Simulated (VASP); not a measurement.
# SiNi3 (Pm-3m) in VASP: further runs, part 2 of 3

VASP 6.6.1.

### 3 Single point, PBE (volume scaled by 0.94)

The input, INCAR:

```
SYSTEM = SiNi3
PREC     = Accurate       ! precision mode
ENCUT    = 520            ! plane-wave cutoff, eV
EDIFF    = 1E-7           ! SCF threshold, eV
ISMEAR   = 0              ! smearing method
SIGMA    = 0.1            ! smearing width, eV
LREAL    = .FALSE.        ! projectors in reciprocal space
LASPH    = .TRUE.         ! aspherical terms in the spheres
NELM     = 100            ! most SCF steps
ALGO     = Normal         ! electronic algorithm
ISIF     = 2              ! what is computed and relaxed
LWAVE    = .FALSE.        ! write WAVECAR
LCHARG   = .TRUE.         ! write CHGCAR
GGA      = PE             ! functional
LELF     = .TRUE.         ! ELF
LVHAR    = .TRUE.       
NBANDS   = 25             ! bands
```

The input, KPOINTS:

```
Automatic mesh
0
G
  12 12 12
  0 0 0
```

The input, POSCAR:

```
SiNi3
1.0
    3.4346909780      0.0000000000      0.0000000000
    0.0000000000      3.4346909780      0.0000000000
    0.0000000000      0.0000000000      3.4346909780
Si Ni
1 3
Direct
    0.0000000000      0.0000000000      0.0000000000
    0.0000000000      0.5000000000      0.5000000000
    0.5000000000      0.0000000000      0.5000000000
    0.5000000000      0.5000000000      0.0000000000
```

Potentials or basis: VASP PAW PBE potentials, release 64 (Si, Ni).

Started as:

```sh
cat potpaw_PBE.64/Si/POTCAR potpaw_PBE.64/Ni/POTCAR > POTCAR
mpirun -np 1 vasp_std > vasp.out
```

OUTCAR:

```text
SYSTEM = SiNi3
   PREC = Accurate
   ENCUT = 520
   EDIFF = 1E-7
   ISMEAR = 0
   LREAL = .FALSE.
   LASPH = .TRUE.
   NELM = 100
   ISIF = 2
   GGA = PE

 ion  position               nearest neighbor table
   1  0.000  0.000  0.000-   2 2.43   3 2.43   4 2.43   2 2.43   3 2.43   2 2.43   4 2.43   2 2.43
                             3 2.43   4 2.43   3 2.43   4 2.43
   2  0.000  0.500  0.500-   1 2.43   3 2.43   4 2.43   1 2.43   4 2.43   1 2.43   3 2.43   1 2.43
                             3 2.43   4 2.43   4 2.43   3 2.43
   3  0.500  0.000  0.500-   1 2.43   2 2.43   4 2.43   1 2.43   4 2.43   2 2.43   4 2.43   4 2.43
                             1 2.43   2 2.43   1 2.43   2 2.43
   4  0.500  0.500  0.000-   1 2.43   2 2.43   3 2.43   2 2.43   3 2.43   1 2.43   3 2.43   3 2.43
                             1 2.43   2 2.43   2 2.43   1 2.43

  LATTYP: Found a simple cubic cell.
 ALAT       =     3.4346909780

  Lattice vectors:

 A1 = (   3.4346909780,   0.0000000000,   0.0000000000)
 A2 = (   0.0000000000,   3.4346909780,   0.0000000000)
 A3 = (   0.0000000000,   0.0000000000,   3.4346909780)

Analysis of symmetry for initial positions (statically):
=====================================================================
 Subroutine PRICEL returns:
 Original cell was already a primitive cell.

 Routine SETGRP: Setting up the symmetry group for a
 simple cubic supercell.

 Subroutine GETGRP returns: Found 48 space group operations
 (whereof 48 operations were pure point group operations)
 out of a pool of 48 trial point group operations.

The static configuration has the point symmetry O_h .

Analysis of symmetry for dynamics (positions and initial velocities):
=====================================================================
 Subroutine PRICEL returns:
 Original cell was already a primitive cell.

 Routine SETGRP: Setting up the symmetry group for a
 simple cubic supercell.

 Subroutine GETGRP returns: Found 48 space group operations
 (whereof 48 operations were pure point group operations)
 out of a pool of 48 trial point group operations.

[... 120 lines left out ...]
   EFERMI_NEDOS =   21; number of points for ismear=-14 and -15
   IALGO  =     38    algorithm
   IMIX   =      4    mixing-type and parameters
     AMIX     =   0.40;   BMIX     =  1.00
     AMIX_MAG =   1.60;   BMIX_MAG =  1.00
  volume/ion in A,a.u.               =      10.13        68.36
  Fermi-wavevector in a.u.,A,eV,Ry     =   1.544117  2.917958 32.440324  2.384297
  Thomas-Fermi vector in A             =   2.649683
   LORBIT       =      0    0 simple, 1 ext, 2 COOP (PROOUT), +10 PAW based schemes
   GGA     = PE    functional components
   LHFCALC =     F    Hartree Fock is set to
   AEXX    =    0.0000 exact exchange contribution
   IVDW    =     0    specifies the selected vdW correction
   LEPSILON=     F    determine dielectric tensor
   LRPA    =     F    only Hartree local field effects (RPA)
 non-spin polarized calculation
 Gauss-broadening in eV      SIGMA  =   0.10
  energy-cutoff  :      520.00
  volume of cell :       40.52
 maximum number of plane-waves:      1108
 NGX is ok and might be reduce to    28
   NGX = 13   NGY = 13   NGZ = 13

 number of electron      33.9999978 magnetization

 Free energy of the ion-electron system (eV)
  ---------------------------------------------------
  ext. energy  EPLUGINS =         0.00000000
  ---------------------------------------------------
  free energy    TOTEN  =       -23.57028920 eV

  energy without entropy =      -23.56037942  energy(sigma->0) =      -23.56533431

 E-fermi :  11.6107     XC(G=0): -13.4412

 val. band max:       11.6052266149   @ k =   0.0833   0.0833   0.0000
 cond. band min:      11.6340024754   @ k =   0.4167   0.4167   0.3333
 fundamental gap:      0.0287758604
 Fermi energy:        11.6106851833

 k-point     1 :       0.0000    0.0000    0.0000
  band No.  band energies     occupation
      1      -0.8172      2.00000
      2       6.3304      2.00000
      3       7.1758      2.00000
      4       7.1758      2.00000
      5       7.7391      2.00000
      6       7.7391      2.00000
[... 661 lines left out ...]
     24      21.9302      0.00000
     25      22.9302      0.00000

 [... further k-points ...]
[... 5 lines left out ...]
  --------------------------------------------------------------------------------------
  -------------------------------------------------------------------------------------
  Total        3.8409371      3.8409371      3.8409371     -0.0000000     -0.0000000      0.0000000
  in kB      151.8744678    151.8744678    151.8744678     -0.0000000     -0.0000000      0.0000000
  external PRESSURE =     151.8744678 kB  Pullay stress =       0.0000000 kB

 VOLUME and BASIS-vectors are now :
 -----------------------------------------------------------------------------
  energy-cutoff  :      520.00
  volume of cell :       40.52
      direct lattice vectors                 reciprocal lattice vectors
     3.434690978  0.000000000  0.000000000     0.291147008  0.000000000  0.000000000
     0.000000000  3.434690978  0.000000000     0.000000000  0.291147008  0.000000000
     0.000000000  0.000000000  3.434690978     0.000000000  0.000000000  0.291147008

 POSITION                                       TOTAL-FORCE (eV/Angst)
 -----------------------------------------------------------------------------------
      0.00000      0.00000      0.00000         0.000000      0.000000      0.000000
      0.00000      1.71735      1.71735         0.000000      0.000000      0.000000
      1.71735      0.00000      1.71735         0.000000      0.000000      0.000000
      1.71735      1.71735      0.00000         0.000000      0.000000      0.000000
 -----------------------------------------------------------------------------------
    total drift:                                0.000000      0.000000      0.000000

  FREE ENERGIE OF THE ION-ELECTRON SYSTEM (eV)
  ---------------------------------------------------
  free  energy   TOTEN  =       -23.5702891974 eV

  energy  without entropy=      -23.5603794205  energy(sigma->0) =      -23.56533431
```

It took 55 s on 1 thread of AMD EPYC 9R14 (Zen 4), shared host; peak memory 0.17 GiB.

Results:

```yaml
Free_energy: -23.5703 eV
Pressure: 15.2 GPa
Band_gap_on_the_k_mesh: zero (band 17 reaches 11.65 eV, above the bottom of band 18 at 11.39 eV)
```

 Spin polarisation is off, so any magnetic state and its effect on volume and gap are missing.

### 4 Single point, PBE (volume scaled by 0.97)

The input, INCAR:

```
PREC = Accurate
ENCUT = 520
EDIFF = 1E-7
ISMEAR = 0
SIGMA = 0.1
LREAL = False
LASPH = True
NELM = 100
ALGO = Normal
ISIF = 2
LWAVE = False
LCHARG = False
GGA = PE
NBANDS = 25
```

The input, KPOINTS:

```
Automatic mesh
0
Gamma
  12 12 12
```

The input, POSCAR:

```
SiNi3
1.0
    3.4708482770      0.0000000000      0.0000000000
    0.0000000000      3.4708482770      0.0000000000
    0.0000000000      0.0000000000      3.4708482770
Si Ni
1 3
Direct
    0.0000000000      0.0000000000      0.0000000000
    0.0000000000      0.5000000000      0.5000000000
    0.5000000000      0.0000000000      0.5000000000
    0.5000000000      0.5000000000      0.0000000000
```

Potentials or basis: VASP PAW PBE potentials, release 64 (Si, Ni).

Started as:

```sh
cat potpaw_PBE.64/Si/POTCAR potpaw_PBE.64/Ni/POTCAR > POTCAR
mpirun -np 1 vasp_std > vasp.out
```

OUTCAR:

```text
PREC = Accurate
   ENCUT = 520
   EDIFF = 1E-7
   ISMEAR = 0
   LREAL = False
   LASPH = True
   NELM = 100
   ISIF = 2
   GGA = PE

 ion  position               nearest neighbor table
   1  0.000  0.000  0.000-   2 2.45   3 2.45   4 2.45   2 2.45   3 2.45   2 2.45   4 2.45   2 2.45
                             3 2.45   4 2.45   3 2.45   4 2.45
   2  0.000  0.500  0.500-   1 2.45   3 2.45   4 2.45   1 2.45   4 2.45   1 2.45   3 2.45   1 2.45
                             3 2.45   4 2.45   4 2.45   3 2.45
   3  0.500  0.000  0.500-   1 2.45   2 2.45   4 2.45   1 2.45   4 2.45   2 2.45   4 2.45   4 2.45
                             1 2.45   2 2.45   1 2.45   2 2.45
   4  0.500  0.500  0.000-   1 2.45   2 2.45   3 2.45   2 2.45   3 2.45   1 2.45   3 2.45   3 2.45
                             1 2.45   2 2.45   2 2.45   1 2.45

  LATTYP: Found a simple cubic cell.
 ALAT       =     3.4708482770

  Lattice vectors:

 A1 = (   3.4708482770,   0.0000000000,   0.0000000000)
 A2 = (   0.0000000000,   3.4708482770,   0.0000000000)
 A3 = (   0.0000000000,   0.0000000000,   3.4708482770)

Analysis of symmetry for initial positions (statically):
=====================================================================
 Subroutine PRICEL returns:
 Original cell was already a primitive cell.

 Routine SETGRP: Setting up the symmetry group for a
 simple cubic supercell.

 Subroutine GETGRP returns: Found 48 space group operations
 (whereof 48 operations were pure point group operations)
 out of a pool of 48 trial point group operations.

The static configuration has the point symmetry O_h .

Analysis of symmetry for dynamics (positions and initial velocities):
=====================================================================
 Subroutine PRICEL returns:
 Original cell was already a primitive cell.

 Routine SETGRP: Setting up the symmetry group for a
 simple cubic supercell.

 Subroutine GETGRP returns: Found 48 space group operations
[... 120 lines left out ...]
   EMIN   =  10.00;   EMAX   =-10.00  energy-range for DOS
   EFERMI =   0.00;   METHOD = LEGACY
   ISMEAR =     0;   SIGMA  =   0.10  broadening in eV -4-tet -1-fermi 0-gaus
   EFERMI_NEDOS =   21; number of points for ismear=-14 and -15
   IALGO  =     38    algorithm
   IMIX   =      4    mixing-type and parameters
     AMIX     =   0.40;   BMIX     =  1.00
     AMIX_MAG =   1.60;   BMIX_MAG =  1.00
  volume/ion in A,a.u.               =      10.45        70.54
  Fermi-wavevector in a.u.,A,eV,Ry     =   1.528031  2.887560 31.767955  2.334879
  Thomas-Fermi vector in A             =   2.635846
   LORBIT       =      0    0 simple, 1 ext, 2 COOP (PROOUT), +10 PAW based schemes
   GGA     = PE    functional components
   LHFCALC =     F    Hartree Fock is set to
   AEXX    =    0.0000 exact exchange contribution
   IVDW    =     0    specifies the selected vdW correction
   LEPSILON=     F    determine dielectric tensor
   LRPA    =     F    only Hartree local field effects (RPA)
 non-spin polarized calculation
 Gauss-broadening in eV      SIGMA  =   0.10
  energy-cutoff  :      520.00
  volume of cell :       41.81
 maximum number of plane-waves:      1146
 NGX is ok and might be reduce to    28
   NGX = 13   NGY = 13   NGZ = 13

 number of electron      33.9999972 magnetization

 Free energy of the ion-electron system (eV)
  ---------------------------------------------------
  ext. energy  EPLUGINS =         0.00000000
  ---------------------------------------------------
  free energy    TOTEN  =       -23.65866585 eV

  energy without entropy =      -23.64853322  energy(sigma->0) =      -23.65359953

 E-fermi :  11.1175     XC(G=0): -13.2656

 val. band max:       11.1100741114   @ k =   0.0833   0.0833   0.0000
 cond. band min:      11.1397224536   @ k =   0.4167   0.4167   0.3333
 fundamental gap:      0.0296483422
 Fermi energy:        11.1174694148

 k-point     1 :       0.0000    0.0000    0.0000
  band No.  band energies     occupation
      1      -1.0526      2.00000
      2       6.0511      2.00000
      3       6.8830      2.00000
      4       6.8830      2.00000
      5       7.4235      2.00000
      6       7.4235      2.00000
[... 661 lines left out ...]
     24      21.1833      0.00000
     25      22.1331      0.00000

 [... further k-points ...]
[... 5 lines left out ...]
  --------------------------------------------------------------------------------------
  -------------------------------------------------------------------------------------
  Total        1.8152257      1.8152257      1.8152257     -0.0000000     -0.0000000      0.0000000
  in kB       69.5559552     69.5559552     69.5559552     -0.0000000     -0.0000000      0.0000000
  external PRESSURE =      69.5559552 kB  Pullay stress =       0.0000000 kB

 VOLUME and BASIS-vectors are now :
 -----------------------------------------------------------------------------
  energy-cutoff  :      520.00
  volume of cell :       41.81
      direct lattice vectors                 reciprocal lattice vectors
     3.470848277  0.000000000  0.000000000     0.288114006  0.000000000  0.000000000
     0.000000000  3.470848277  0.000000000     0.000000000  0.288114006  0.000000000
     0.000000000  0.000000000  3.470848277     0.000000000  0.000000000  0.288114006

 POSITION                                       TOTAL-FORCE (eV/Angst)
 -----------------------------------------------------------------------------------
      0.00000      0.00000      0.00000         0.000000      0.000000      0.000000
      0.00000      1.73542      1.73542         0.000000      0.000000      0.000000
      1.73542      0.00000      1.73542         0.000000      0.000000      0.000000
      1.73542      1.73542      0.00000         0.000000      0.000000      0.000000
 -----------------------------------------------------------------------------------
    total drift:                                0.000000      0.000000      0.000000

  FREE ENERGIE OF THE ION-ELECTRON SYSTEM (eV)
  ---------------------------------------------------
  free  energy   TOTEN  =       -23.6586658526 eV

  energy  without entropy=      -23.6485332166  energy(sigma->0) =      -23.65359953
```

Run time: 56 s. Hardware: 1 thread of AMD EPYC 9R14 (Zen 4), shared host; peak memory 0.17 GiB.

What came out:

| Item | Value |
| --- | --- |
| Free energy | -23.6587 eV |
| Pressure | 7.0 GPa |
| Band gap on the k mesh | zero (band 17 reaches 11.15 eV, above the bottom of band 18 at 10.90 eV) |

 Spin polarisation is off, so any magnetic state and its effect on volume and gap are missing.

[end of part 2 of 3]
